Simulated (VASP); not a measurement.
# YSi2C2 (P4/mbm) in VASP: single point with r2SCAN

Aim: the single point of YSi2C2 with r2SCAN.

Program: VASP 6.6.1. These are calculated values, not measurements. Logs are shortened: lines on timing, memory, paths and dates and some standing lists are left out, and cuts for length are marked.

**1. The cell of the first run**

Symmetry: P4/mbm, No. 127, tetragonal system. Conventional cell: a = 6.211 Å, b = 6.211 Å, c = 3.581 Å, α = 90.00°, β = 90.00°, γ = 90.00°. Within 3.9 Å of Y (site symmetry 4/m) lie 8 C at 2.94 Å and 8 Si at 3.00 Å and 2 Y at 3.58 Å. Si (site symmetry m2m) has 3 C at 1.79 to 1.85 Å and 1 Si at 2.41 Å within 2.5 Å. C (site symmetry m2m) has 3 Si at 1.79 to 1.85 Å within 2.4 Å.

**2. Single point, r2SCAN**

Input file POSCAR:

```
YSi2C2
1.0
    6.2108227399      0.0000000000      0.0000000000
    0.0000000000      6.2108227399      0.0000000000
    0.0000000000      0.0000000000      3.5813079626
Y Si C
2 4 4
Direct
    0.0000000000      0.0000000000      0.0000000000
    0.5000000000      0.5000000000      0.0000000000
    0.3626383690      0.8626383690      0.5000000000
    0.1373616310      0.3626383690      0.5000000000
    0.6373616310      0.1373616310      0.5000000000
    0.8626383690      0.6373616310      0.5000000000
    0.1591538713      0.6591538713      0.5000000000
    0.3408461287      0.1591538713      0.5000000000
    0.8408461287      0.3408461287      0.5000000000
    0.6591538713      0.8408461287      0.5000000000
```

Input file INCAR.step1:

```
SYSTEM = YSi2C2
PREC = Accurate
ENCUT = 660
ISMEAR = -1
SIGMA = 0.0728
LREAL = .False.
LASPH = .True.
NELM = 120
NBANDS = 38
GGA = PE
ALGO = Normal
EDIFF = 1E-5
LWAVE = .True.
LCHARG = .False.
GGA_COMPAT = .False.
```

Input file INCAR.step2:

```
SYSTEM = YSi2C2
PREC = Accurate
ENCUT = 660
EDIFF = 1E-6
ISMEAR = -1
SIGMA = 0.0728
LREAL = .False.
LASPH = .True.
NELM = 120
ALGO = Normal
ISIF = 2
LWAVE = .False.
LCHARG = .True.
METAGGA = R2SCAN
LMIXTAU = .True.
LELF = .True.
LVHAR = .True.
NBANDS = 38
ISTART = 1
GGA_COMPAT = .False.
```

Input file KPOINTS:

```
Automatic mesh
0
Gamma
  5 5 8
  0 0 0
```

Potentials or basis: VASP PAW PBE potentials, release 64 (Y_sv, Si, C).

Started as:

```console
$ cat potpaw_PBE.64/Y_sv/POTCAR potpaw_PBE.64/Si/POTCAR potpaw_PBE.64/C/POTCAR > POTCAR
$ cp INCAR.step1 INCAR
$ mpirun -np 1 vasp_std > vasp.out
$ cp INCAR.step2 INCAR
$ mpirun -np 1 vasp_std > vasp.out
```

OUTCAR:

```text
SYSTEM = YSi2C2
   PREC = Accurate
   ENCUT = 660
   EDIFF = 1E-6
   ISMEAR = -1
   LREAL = .False.
   LASPH = .True.
   NELM = 120
   ISIF = 2
   METAGGA = R2SCAN
   ISTART = 1

 ion  position               nearest neighbor table
   1  0.000  0.000  0.000-   7 2.94   8 2.94   9 2.94  10 2.94   7 2.94   8 2.94   9 2.94  10 2.94
                             3 3.00   4 3.00   5 3.00   6 3.00   3 3.00   4 3.00   5 3.00   6 3.00
   2  0.500  0.500  0.000-   7 2.94   8 2.94   9 2.94  10 2.94   7 2.94   8 2.94   9 2.94  10 2.94
                             3 3.00   4 3.00   5 3.00   6 3.00   3 3.00   4 3.00   5 3.00   6 3.00
   3  0.363  0.863  0.500-   7 1.79   8 1.85  10 1.85   5 2.41   1 3.00   2 3.00   1 3.00   2 3.00

   4  0.137  0.363  0.500-   8 1.79   7 1.85   9 1.85   6 2.41   1 3.00   2 3.00   1 3.00   2 3.00

   5  0.637  0.137  0.500-   9 1.79   8 1.85  10 1.85   3 2.41   1 3.00   2 3.00   1 3.00   2 3.00

   6  0.863  0.637  0.500-  10 1.79   9 1.85   7 1.85   4 2.41   1 3.00   2 3.00   1 3.00   2 3.00

   7  0.159  0.659  0.500-   3 1.79   4 1.85   6 1.85   2 2.94   1 2.94   1 2.94   2 2.94
   8  0.341  0.159  0.500-   4 1.79   3 1.85   5 1.85   2 2.94   1 2.94   1 2.94   2 2.94
   9  0.841  0.341  0.500-   5 1.79   4 1.85   6 1.85   2 2.94   1 2.94   1 2.94   2 2.94
  10  0.659  0.841  0.500-   6 1.79   5 1.85   3 1.85   2 2.94   1 2.94   1 2.94   2 2.94

  LATTYP: Found a simple tetragonal cell.
 ALAT       =     6.2108227399
 C/A-ratio  =     0.5766237603

  Lattice vectors:

 A1 = (   6.2108227399,   0.0000000000,   0.0000000000)
 A2 = (   0.0000000000,   6.2108227399,   0.0000000000)
 A3 = (   0.0000000000,   0.0000000000,   3.5813079626)

Analysis of symmetry for initial positions (statically):
=====================================================================
 Subroutine PRICEL returns:
 Original cell was already a primitive cell.

 Routine SETGRP: Setting up the symmetry group for a
 simple tetragonal supercell.

 Subroutine GETGRP returns: Found 16 space group operations
 (whereof  8 operations were pure point group operations)
 out of a pool of 16 trial point group operations.

The static configuration has the point symmetry C_4h.
 The point group associated with its full space group is D_4h.

Analysis of symmetry for dynamics (positions and initial velocities):
=====================================================================
 Subroutine PRICEL returns:
 Original cell was already a primitive cell.

 Routine SETGRP: Setting up the symmetry group for a
 simple tetragonal supercell.

 Subroutine GETGRP returns: Found 16 space group operations
 (whereof  8 operations were pure point group operations)
 out of a pool of 16 trial point group operations.

The dynamic configuration has the point symmetry C_4h.
 The point group associated with its full space group is D_4h.

 Subroutine INISYM returns: Found 16 space group operations
 (whereof  8 operations are pure point group operations),
 and found     1 'primitive' translations

----------------------------------------------------------------------------------------

                                     Primitive cell

  volume of cell :     138.1465

  direct lattice vectors                    reciprocal lattice vectors
     6.210822740  0.000000000  0.000000000     0.161009264  0.000000000  0.000000000
     0.000000000  6.210822740  0.000000000     0.000000000  0.161009264  0.000000000
     0.000000000  0.000000000  3.581307963     0.000000000  0.000000000  0.279227592

  length of vectors
     6.210822740  6.210822740  3.581307963     0.161009264  0.161009264  0.279227592

  position of ions in fractional coordinates (direct lattice)
     0.000000000  0.000000000  0.000000000
     0.500000000  0.500000000  0.000000000
     0.362638369  0.862638369  0.500000000
     0.137361631  0.362638369  0.500000000
     0.637361631  0.137361631  0.500000000
     0.862638369  0.637361631  0.500000000
     0.159153871  0.659153871  0.500000000
     0.340846129  0.159153871  0.500000000
     0.840846129  0.340846129  0.500000000
     0.659153871  0.840846129  0.500000000

  ion indices of the primitive-cell ions
   primitive index   ion index
                 1           1
                 2           2
                 3           3
                 4           4
                 5           5
                 6           6
                 7           7
                 8           8
                 9           9
                10          10

----------------------------------------------------------------------------------------

 KPOINTS: Automatic mesh

Automatic generation of k-mesh.
 Grid dimensions read from file:
 generate k-points for:    5    5    8

 Generating k-lattice:

  Cartesian coordinates                     Fractional coordinates (reciprocal lattice)
     0.032201853  0.000000000  0.000000000     0.200000000  0.000000000  0.000000000
     0.000000000  0.032201853  0.000000000     0.000000000  0.200000000  0.000000000
     0.000000000  0.000000000  0.034903449     0.000000000  0.000000000  0.125000000

  Length of vectors
     0.032201853  0.032201853  0.034903449

  Shift w.r.t. Gamma in fractional coordinates (k-lattice)
     0.000000000  0.000000000  0.000000000

 Subroutine IBZKPT returns following result:
 ===========================================

 Found     30 irreducible k-points:

 Following reciprocal coordinates:
            Coordinates               Weight
  0.000000  0.000000  0.000000      1.000000
  0.200000  0.000000  0.000000      4.000000
  0.400000  0.000000  0.000000      4.000000
  0.200000  0.200000  0.000000      4.000000
  0.400000  0.200000  0.000000      8.000000
  0.400000  0.400000  0.000000      4.000000
[... 16 lines left out ...]
  0.400000  0.200000  0.375000     16.000000
  0.400000  0.400000  0.375000      8.000000
 [... further k-points ...]
   k-points           NKPTS =     30   k-points in BZ     NKDIM =     30   number of bands    NBANDS=     38
   number of dos      NEDOS =    301   number of ions     NIONS =     10
   total plane-waves  NPLWV =  87480
   dimension x,y,z NGX =    54 NGY =   54 NGZ =   30
   dimension x,y,z NGXF=   108 NGYF=  108 NGZF=   60
   ions per type =               2   4   4
   NGX,Y,Z   is equivalent  to a cutoff of  14.45, 14.45, 13.93 a.u.
   NGXF,Y,Z  is equivalent  to a cutoff of  28.91, 28.91, 27.85 a.u.
 SYSTEM =  YSi2C2
   PREC   = accura    normal or accurate (medium, high low for compatibility)
   ISTART =      1    job   : 0-new  1-cont  2-samecut
   ICHARG =      0    charge: 1-file 2-atom 10-const
   ISPIN  =      1    spin polarized calculation?
   LNONCOLLINEAR =      F non collinear calculations
   LSORBIT =      F    spin-orbit coupling
   LASPH  =      T    aspherical Exc in radial PAW
   ENCUT  =  660.0 eV  48.51 Ry    6.96 a.u.  13.01 13.01  7.50*2*pi/ulx,y,z
   NELM   =    120;   NELMIN=  2; NELMDL=  0     # of ELM steps
   EDIFF  = 0.1E-05   stopping-criterion for ELM
   LREAL  =      F    real-space projection
   EDIFFG = 0.1E-04   stopping-criterion for IOM
   NSW    =      0    number of steps for IOM
   IBRION =     -1    ionic relax: 0-MD 1-quasi-New 2-CG
   NFREE  =      0    steps in history (QN), initial steepest desc. (CG)
   ISIF   =      2    stress and relaxation
   ISYM   =      2    0-nonsym 1-usesym 2-fastsym
   POTIM  = 0.5000    time-step for ionic-motion
   TEBEG  =    0.0;   TEEND  =   0.0 temperature during run
   PSTRESS=    0.0 pullay stress
   NELECT =      54.0000    total number of electrons
   NUPDOWN=      -1.0000    fix difference up-down
   EMIN   =  10.00;   EMAX   =-10.00  energy-range for DOS
   EFERMI =   0.00;   METHOD = LEGACY
   ISMEAR =    -1;   SIGMA  =   0.07  broadening in eV -4-tet -1-fermi 0-gaus
   EFERMI_NEDOS =   21; number of points for ismear=-14 and -15
   IALGO  =     38    algorithm
   IMIX   =      4    mixing-type and parameters
     AMIX     =   0.40;   BMIX     =  1.00
     AMIX_MAG =   1.60;   BMIX_MAG =  1.00
  volume/ion in A,a.u.               =      13.81        93.23
  Fermi-wavevector in a.u.,A,eV,Ry     =   1.196996  2.261995 19.494426  1.432800
  Thomas-Fermi vector in A             =   2.332922
   LORBIT       =      0    0 simple, 1 ext, 2 COOP (PROOUT), +10 PAW based schemes
   METAGGA = R2SCAN    functional components
   LHFCALC =     F    Hartree Fock is set to
   AEXX    =    0.0000 exact exchange contribution
   IVDW    =     0    specifies the selected vdW correction
   LEPSILON=     F    determine dielectric tensor
   LRPA    =     F    only Hartree local field effects (RPA)
 non-spin polarized calculation
  energy-cutoff  :      660.00
  volume of cell :      138.15
 maximum number of plane-waves:      5362
 NGX is ok and might be reduce to    54
   NGX = 27   NGY = 27   NGZ = 15

 number of electron      54.0000001 magnetization

 Free energy of the ion-electron system (eV)
  ---------------------------------------------------
  ext. energy  EPLUGINS =         0.00000000
  ---------------------------------------------------
  free energy    TOTEN  =      -112.77603970 eV

  energy without entropy =     -112.70720347  energy(sigma->0) =     -112.74162159

 E-fermi :   8.2232     XC(G=0): -11.5256

 val. band max:        8.2100749055   @ k =   0.2000   0.2000   0.5000
 cond. band min:       8.2314801237   @ k =   0.4000   0.2000   0.0000
 fundamental gap:      0.0214052182
 Fermi energy:         8.2232488675

 k-point     1 :       0.0000    0.0000    0.0000
  band No.  band energies     occupation
      1     -36.9102      2.00000
      2     -36.9062      2.00000
      3     -16.3735      2.00000
      4     -16.3735      2.00000
      5     -16.2964      2.00000
      6     -16.2964      2.00000
[... 30 lines left out ...]
     37      12.2122      0.00000
     38      12.2749      0.00000
[... 941 lines left out ...]
     37      11.8859      0.00000
     38      12.1389      0.00000

 [... further k-points ...]

------------------------ aborting loop because EDIFF is reached ----------------------------------------

  FORCE on cell =-STRESS in cart. coord.  units (eV):
  Direction    XX          YY          ZZ          XY          YZ          ZX
  --------------------------------------------------------------------------------------
  -------------------------------------------------------------------------------------
  Total       -0.2235027     -0.2235027     -0.0769665      0.0000000     -0.0000000      0.0000000
  in kB       -2.5921094     -2.5921094     -0.8926315      0.0000000     -0.0000000      0.0000000
  external PRESSURE =      -2.0256168 kB  Pullay stress =       0.0000000 kB

 VOLUME and BASIS-vectors are now :
 -----------------------------------------------------------------------------
  energy-cutoff  :      660.00
  volume of cell :      138.15
      direct lattice vectors                 reciprocal lattice vectors
     6.210822740  0.000000000  0.000000000     0.161009264  0.000000000  0.000000000
     0.000000000  6.210822740  0.000000000     0.000000000  0.161009264  0.000000000
     0.000000000  0.000000000  3.581307963     0.000000000  0.000000000  0.279227592

 POSITION                                       TOTAL-FORCE (eV/Angst)
 -----------------------------------------------------------------------------------
      0.00000      0.00000      0.00000        -0.000000      0.000000     -0.000000
      3.10541      3.10541      0.00000        -0.000000      0.000000     -0.000000
      2.25228      5.35769      1.79065        -0.003850     -0.003850     -0.000000
      0.85313      2.25228      1.79065         0.003850     -0.003850      0.000000
      3.95854      0.85313      1.79065         0.003850      0.003850      0.000000
      5.35769      3.95854      1.79065        -0.003850      0.003850     -0.000000
      0.98848      4.09389      1.79065         0.000096      0.000096     -0.000000
      2.11693      0.98848      1.79065        -0.000096      0.000096     -0.000000
      5.22235      2.11693      1.79065        -0.000096     -0.000096      0.000000
      4.09389      5.22235      1.79065         0.000096     -0.000096      0.000000
 -----------------------------------------------------------------------------------
    total drift:                                0.000000      0.000000      0.000000

  FREE ENERGIE OF THE ION-ELECTRON SYSTEM (eV)
  ---------------------------------------------------
  free  energy   TOTEN  =      -112.7760397034 eV

  energy  without entropy=     -112.7072034675  energy(sigma->0) =     -112.74162159
```

Run time: 27 min. Hardware: 1 thread of Intel Xeon 8259CL, shared host; peak memory 0.46 GiB.

What came out:

* Free energy: -112.7760 eV
* Pressure: -0.2 GPa
* Largest force: 0.005 eV/Å
* Band gap on the k mesh: zero (bands 27 and 28 overlap by 0.78 eV)

Forces in eV/Å, atoms in the order of the input:
```
Y    0.000  0.000  0.000
Y    0.000  0.000  0.000
Si  -0.004 -0.004  0.000
Si   0.004 -0.004  0.000
Si   0.004  0.004  0.000
Si  -0.004  0.004  0.000
C    0.000  0.000  0.000
C    0.000  0.000  0.000
C    0.000  0.000  0.000
C    0.000  0.000  0.000
```

Stress tensor (GPa, compression positive):
```
-0.26  0.00  0.00
 0.00 -0.26  0.00
 0.00  0.00 -0.09
```

Caveat: the PAW data sets were made with another functional, which shifts forces and pressure a little.

The gap in the log of VASP goes by the Fermi energy; the results here count the filled bands.